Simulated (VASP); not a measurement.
# W9C7 (a cell with a defect) in VASP: single point with PBE

Aim: the single point of W9C7 (a cell with a defect) with PBE.

Program: VASP 6.6.1. These are calculated values, not measurements. Logs are shortened: lines on timing, memory, paths and dates and some standing lists are left out, and cuts for length are marked.

## 1. The cell of the first run

The cell holds a defect, 16 atoms: a = 5.813 Å, b = 5.813 Å, c = 5.673 Å, α = 90.00°, β = 90.00°, γ = 120.00°.

## 2. Single point, PBE

Contents of INCAR:

```
SYSTEM = W9C7
PREC = Accurate
ENCUT = 1000
EDIFF = 1E-6
ISMEAR = -1
SIGMA = 0.1
LREAL = Auto
LASPH = .TRUE.
NELM = 120
ALGO = Normal
ISIF = 2
LWAVE = .FALSE.
LCHARG = .TRUE.
GGA = PE
LELF = .TRUE.
LVHAR = .TRUE.
NBANDS = 91
GGA_COMPAT = .FALSE.
```

Contents of KPOINTS:

```
Automatic mesh
0
G
  3 3 3
  0 0 0
```

Contents of POSCAR:

```
W9C7
1.0
    5.8130000045      0.0000000000      0.0000000000
   -2.9065000023      5.0342056761      0.0000000000
    0.0000000000      0.0000000000      5.6732000000
W C
9 7
Direct
   -0.0263488725     -0.0131744362     -0.0154339308
    0.3333333333      0.1666666667      0.2500000000
   -0.0263488725     -0.0131744362      0.5154339308
    0.0000000000      0.5000000000      0.0027243617
    0.0000000000      0.5000000000      0.4972756383
    0.5131744362     -0.0131744362     -0.0154339308
    0.5131744362     -0.0131744362      0.5154339308
    0.5131744362      0.5263488725     -0.0154339308
    0.5131744362      0.5263488725      0.5154339308
    0.3333333333      0.1666666667      0.7500000000
    0.3362660453      0.6681330227      0.2500000000
    0.3174478231      0.6587239115      0.7500000000
    0.8318669773      0.1637339547      0.2500000000
    0.8412760885      0.1825521769      0.7500000000
    0.8318669773      0.6681330227      0.2500000000
    0.8412760885      0.6587239115      0.7500000000
```

Potentials or basis: VASP PAW PBE potentials, release 64 (W_sv, C_h).

On the command line:

```bash
> cat potpaw_PBE.64/W_sv/POTCAR potpaw_PBE.64/C_h/POTCAR > POTCAR
> mpirun -np 1 vasp_std > vasp.out
```

OUTCAR:

```text
SYSTEM = W9C7
   PREC = Accurate
   ENCUT = 1000
   EDIFF = 1E-6
   ISMEAR = -1
   LREAL = Auto
   LASPH = .TRUE.
   NELM = 120
   ISIF = 2
   GGA = PE

 ion  position               nearest neighbor table
   1  0.974  0.987  0.985-  14 2.13  16 2.13  15 2.20  13 2.20  10 2.25   2 2.36   3 2.66   8 2.68
                             6 2.68   4 2.91   4 2.91   3 3.01   8 3.14   6 3.14
   2  0.333  0.167  0.250-   1 2.36   3 2.36   8 2.36   9 2.36   6 2.36   7 2.36
   3  0.974  0.987  0.515-  14 2.13  16 2.13  15 2.20  13 2.20  10 2.25   2 2.36   1 2.66   9 2.68
                             7 2.68   5 2.91   5 2.91   1 3.01   9 3.14   7 3.14
   4  0.000  0.500  0.003-  16 2.15  12 2.15  14 2.15  11 2.20  13 2.20  15 2.20   5 2.81   5 2.87
                             8 2.91   1 2.91   6 2.91   6 2.91   8 2.91   1 2.91
   5  0.000  0.500  0.497-  16 2.15  12 2.15  14 2.15  11 2.20  13 2.20  15 2.20   4 2.81   4 2.87
                             9 2.91   3 2.91   7 2.91   7 2.91   9 2.91   3 2.91
   6  0.513  0.987  0.985-  14 2.13  12 2.13  13 2.20  11 2.20  10 2.25   2 2.36   7 2.66   1 2.68
                             8 2.68   4 2.91   4 2.91   7 3.01   1 3.14   8 3.14
   7  0.513  0.987  0.515-  14 2.13  12 2.13  13 2.20  11 2.20  10 2.25   2 2.36   6 2.66   3 2.68
                             9 2.68   5 2.91   5 2.91   6 3.01   3 3.14   9 3.14
   8  0.513  0.526  0.985-  12 2.13  16 2.13  15 2.20  11 2.20  10 2.25   2 2.36   9 2.66   1 2.68
                             6 2.68   4 2.91   4 2.91   9 3.01   1 3.14   6 3.14
   9  0.513  0.526  0.515-  12 2.13  16 2.13  15 2.20  11 2.20  10 2.25   2 2.36   8 2.66   3 2.68
                             7 2.68   5 2.91   5 2.91   8 3.01   3 3.14   7 3.14
  10  0.333  0.167  0.750-   1 2.25   3 2.25   8 2.25   9 2.25   6 2.25   7 2.25
  11  0.336  0.668  0.250-   4 2.20   5 2.20   6 2.20   7 2.20   8 2.20   9 2.20
  12  0.317  0.659  0.750-   8 2.13   9 2.13   6 2.13   7 2.13   4 2.15   5 2.15
  13  0.832  0.164  0.250-   4 2.20   5 2.20   6 2.20   7 2.20   1 2.20   3 2.20
  14  0.841  0.183  0.750-   1 2.13   3 2.13   6 2.13   7 2.13   4 2.15   5 2.15
  15  0.832  0.668  0.250-   4 2.20   5 2.20   8 2.20   9 2.20   1 2.20   3 2.20
  16  0.841  0.659  0.750-   8 2.13   9 2.13   1 2.13   3 2.13   4 2.15   5 2.15

  LATTYP: Found a hexagonal cell.
 ALAT       =     5.8130000045
 C/A-ratio  =     0.9759504551

  Lattice vectors:

 A1 = (   5.8130000045,   0.0000000000,   0.0000000000)
 A2 = (  -2.9065000023,   5.0342056761,   0.0000000000)
 A3 = (   0.0000000000,   0.0000000000,   5.6732000000)

Analysis of symmetry for initial positions (statically):
=====================================================================
 Subroutine PRICEL returns:
 Original cell was already a primitive cell.

 Routine SETGRP: Setting up the symmetry group for a
 hexagonal supercell.

 Subroutine GETGRP returns: Found 12 space group operations
 (whereof  2 operations were pure point group operations)
 out of a pool of 24 trial point group operations.

The static configuration has the point symmetry C_1h.
 The point group associated with its full space group is D_3h.

Analysis of symmetry for dynamics (positions and initial velocities):
=====================================================================
 Subroutine PRICEL returns:
 Original cell was already a primitive cell.

 Routine SETGRP: Setting up the symmetry group for a
 hexagonal supercell.

 Subroutine GETGRP returns: Found 12 space group operations
 (whereof  2 operations were pure point group operations)
 out of a pool of 24 trial point group operations.

The dynamic configuration has the point symmetry C_1h.
 The point group associated with its full space group is D_3h.

 Subroutine INISYM returns: Found 12 space group operations
 (whereof  2 operations are pure point group operations),
 and found     1 'primitive' translations

----------------------------------------------------------------------------------------

                                     Primitive cell

  volume of cell :     166.0196

  direct lattice vectors                    reciprocal lattice vectors
     5.813000005  0.000000000  0.000000000     0.172028212  0.099320535  0.000000000
    -2.906500002  5.034205676  0.000000000     0.000000000  0.198641070  0.000000000
     0.000000000  0.000000000  5.673200000     0.000000000  0.000000000  0.176267362

  length of vectors
     5.813000005  5.813000005  5.673200000     0.198641070  0.198641070  0.176267362

  position of ions in fractional coordinates (direct lattice)
     0.973651127  0.986825564  0.984566069
     0.333333333  0.166666667  0.250000000
     0.973651127  0.986825564  0.515433931
     0.000000000  0.500000000  0.002724362
     0.000000000  0.500000000  0.497275638
     0.513174436  0.986825564  0.984566069
[... 8 lines left out ...]
     0.831866977  0.668133023  0.250000000
     0.841276089  0.658723911  0.750000000

  ion indices of the primitive-cell ions
   primitive index   ion index
                 1           1
                 2           2
                 3           3
                 4           4
                 5           5
                 6           6
[... 8 lines left out ...]
                15          15
                16          16

----------------------------------------------------------------------------------------

 KPOINTS: Automatic mesh

Automatic generation of k-mesh.
 Grid dimensions read from file:
 generate k-points for:    3    3    3

 Generating k-lattice:

  Cartesian coordinates                     Fractional coordinates (reciprocal lattice)
     0.057342737  0.033106845  0.000000000     0.333333333  0.000000000  0.000000000
     0.000000000  0.066213690  0.000000000     0.000000000  0.333333333  0.000000000
     0.000000000  0.000000000  0.058755787     0.000000000  0.000000000  0.333333333

  Length of vectors
     0.066213690  0.066213690  0.058755787

  Shift w.r.t. Gamma in fractional coordinates (k-lattice)
     0.000000000  0.000000000  0.000000000

 Subroutine IBZKPT returns following result:
 ===========================================

 Found      6 irreducible k-points:

 Following reciprocal coordinates:
            Coordinates               Weight
  0.000000  0.000000  0.000000      1.000000
  0.333333 -0.000000  0.000000      6.000000
  0.333333  0.333333  0.000000      2.000000
  0.000000  0.000000  0.333333      2.000000
  0.333333 -0.000000  0.333333     12.000000
  0.333333  0.333333  0.333333      4.000000
   k-points           NKPTS =      6   k-points in BZ     NKDIM =      6   number of bands    NBANDS=     91
   number of dos      NEDOS =    301   number of ions     NIONS =     16
   total plane-waves  NPLWV = 216000
   dimension x,y,z NGX =    60 NGY =   60 NGZ =   60
   dimension x,y,z NGXF=   120 NGYF=  120 NGZF=  120
   ions per type =               9   7
   NGX,Y,Z   is equivalent  to a cutoff of  17.16, 17.16, 17.58 a.u.
   NGXF,Y,Z  is equivalent  to a cutoff of  34.32, 34.32, 35.16 a.u.
 SYSTEM =  W9C7
   PREC   = accura    normal or accurate (medium, high low for compatibility)
   ISTART =      0    job   : 0-new  1-cont  2-samecut
   ICHARG =      2    charge: 1-file 2-atom 10-const
   ISPIN  =      1    spin polarized calculation?
   LNONCOLLINEAR =      F non collinear calculations
   LSORBIT =      F    spin-orbit coupling
   LASPH  =      T    aspherical Exc in radial PAW
   ENCUT  = 1000.0 eV  73.50 Ry    8.57 a.u.  14.99 14.99 14.63*2*pi/ulx,y,z
   NELM   =    120;   NELMIN=  2; NELMDL= -5     # of ELM steps
   EDIFF  = 0.1E-05   stopping-criterion for ELM
   LREAL  =      T    real-space projection
   EDIFFG = 0.1E-04   stopping-criterion for IOM
   NSW    =      0    number of steps for IOM
   IBRION =     -1    ionic relax: 0-MD 1-quasi-New 2-CG
   NFREE  =      0    steps in history (QN), initial steepest desc. (CG)
   ISIF   =      2    stress and relaxation
   ISYM   =      2    0-nonsym 1-usesym 2-fastsym
   POTIM  = 0.5000    time-step for ionic-motion
   TEBEG  =    0.0;   TEEND  =   0.0 temperature during run
   PSTRESS=    0.0 pullay stress
   NELECT =     154.0000    total number of electrons
   NUPDOWN=      -1.0000    fix difference up-down
   EMIN   =  10.00;   EMAX   =-10.00  energy-range for DOS
   EFERMI =   0.00;   METHOD = LEGACY
   ISMEAR =    -1;   SIGMA  =   0.10  broadening in eV -4-tet -1-fermi 0-gaus
   EFERMI_NEDOS =   21; number of points for ismear=-14 and -15
   IALGO  =     38    algorithm
   IMIX   =      4    mixing-type and parameters
     AMIX     =   0.40;   BMIX     =  1.00
     AMIX_MAG =   1.60;   BMIX_MAG =  1.00
  volume/ion in A,a.u.               =      10.38        70.02
  Fermi-wavevector in a.u.,A,eV,Ry     =   1.596597  3.017131 34.682906  2.549122
  Thomas-Fermi vector in A             =   2.694335
   LORBIT       =      0    0 simple, 1 ext, 2 COOP (PROOUT), +10 PAW based schemes
   GGA     = PE    functional components
   LHFCALC =     F    Hartree Fock is set to
   AEXX    =    0.0000 exact exchange contribution
   IVDW    =     0    specifies the selected vdW correction
   LEPSILON=     F    determine dielectric tensor
   LRPA    =     F    only Hartree local field effects (RPA)
 non-spin polarized calculation
  energy-cutoff  :     1000.00
  volume of cell :      166.02
 maximum number of plane-waves:     11932
 NGX is ok and might be reduce to    60
   NGX = 29   NGY = 29   NGZ = 29

 number of electron     154.0000003 magnetization

 Free energy of the ion-electron system (eV)
  ---------------------------------------------------
  ext. energy  EPLUGINS =         0.00000000
  ---------------------------------------------------
  free energy    TOTEN  =      -169.85030574 eV

  energy without entropy =     -169.64134342  energy(sigma->0) =     -169.74582458

 E-fermi :  12.8222     XC(G=0): -14.1198

 val. band max:       12.6025812202   @ k =   0.0000   0.0000   0.0000
 cond. band min:      12.8486444151   @ k =   0.3333  -0.0000   0.0000
 fundamental gap:      0.2460631949
 Fermi energy:        12.8222474834

 k-point     1 :       0.0000    0.0000    0.0000
  band No.  band energies     occupation
      1     -61.5526      2.00000
      2     -61.5105      2.00000
      3     -61.3611      2.00000
      4     -61.2360      2.00000
      5     -61.2226      2.00000
      6     -61.2226      2.00000
[... 541 lines left out ...]
     88      16.0386      0.00000
     89      16.3688      0.00000
 [bands above 89 left out]

------------------------ aborting loop because EDIFF is reached ----------------------------------------

  FORCE on cell =-STRESS in cart. coord.  units (eV):
  Direction    XX          YY          ZZ          XY          YZ          ZX
  --------------------------------------------------------------------------------------
  -------------------------------------------------------------------------------------
  Total       52.0361187     52.0361187     56.4848391     -0.0000000     -0.0000000      0.0000000
  in kB      502.1761766    502.1761766    545.1086902     -0.0000000     -0.0000000      0.0000000
  external PRESSURE =     516.4870145 kB  Pullay stress =       0.0000000 kB

 VOLUME and BASIS-vectors are now :
 -----------------------------------------------------------------------------
  energy-cutoff  :     1000.00
  volume of cell :      166.02
      direct lattice vectors                 reciprocal lattice vectors
     5.813000005  0.000000000  0.000000000     0.172028212  0.099320535  0.000000000
    -2.906500002  5.034205676  0.000000000     0.000000000  0.198641070  0.000000000
     0.000000000  0.000000000  5.673200000     0.000000000  0.000000000  0.176267362

 POSITION                                       TOTAL-FORCE (eV/Angst)
 -----------------------------------------------------------------------------------
      2.79163      4.96788      5.58564        -0.065148     -0.037613     -0.075927
      1.45325      0.83903      1.41830         0.000000     -0.000000      0.000000
      2.79163      4.96788      2.92416        -0.065148     -0.037613      0.075927
     -1.45325      2.51710      0.01546         0.000000     -0.000000     -0.009846
     -1.45325      2.51710      2.82114         0.000000     -0.000000      0.009846
      0.11487      4.96788      5.58564         0.065148     -0.037613     -0.075927
[... 8 lines left out ...]
      2.89371      3.36352      1.41830        -0.017599      0.010161      0.000000
      2.97576      3.31615      4.25490         0.031364     -0.018108      0.000000
 -----------------------------------------------------------------------------------
    total drift:                               -0.000001      0.000001      0.000000

  FREE ENERGIE OF THE ION-ELECTRON SYSTEM (eV)
  ---------------------------------------------------
  free  energy   TOTEN  =      -169.8503057359 eV

  energy  without entropy=     -169.6413434247  energy(sigma->0) =     -169.74582458
```

Wall time 10 min (1 thread of AMD EPYC 7R43 (Zen 3), shared host); peak memory 0.53 GiB.

What came out:

| Item | Value |
| --- | --- |
| Free energy | -169.8503 eV |
| Pressure | 51.6 GPa |
| Largest force | 0.107 eV/Å |
| Band gap on the k mesh | zero (bands 77 and 78 overlap by 0.45 eV) |

Forces in eV/Å, atoms in the order of the input:
```
W   -0.065 -0.038 -0.076
W    0.000  0.000  0.000
W   -0.065 -0.038  0.076
W    0.000  0.000 -0.010
W    0.000  0.000  0.010
W    0.065 -0.038 -0.076
W    0.065 -0.038  0.076
W    0.000  0.075 -0.076
W    0.000  0.075  0.076
C    0.000  0.000  0.000
C    0.018  0.010  0.000
C   -0.031 -0.018  0.000
C    0.000 -0.020  0.000
C    0.000  0.036  0.000
C   -0.018  0.010  0.000
C    0.031 -0.018  0.000
```

Caveat: the k points lie up to 0.42 Å⁻¹ apart; spin-orbit coupling is left out, which moves the levels of the heavy elements.

The gap in the log of VASP goes by the Fermi energy; the results here count the filled bands.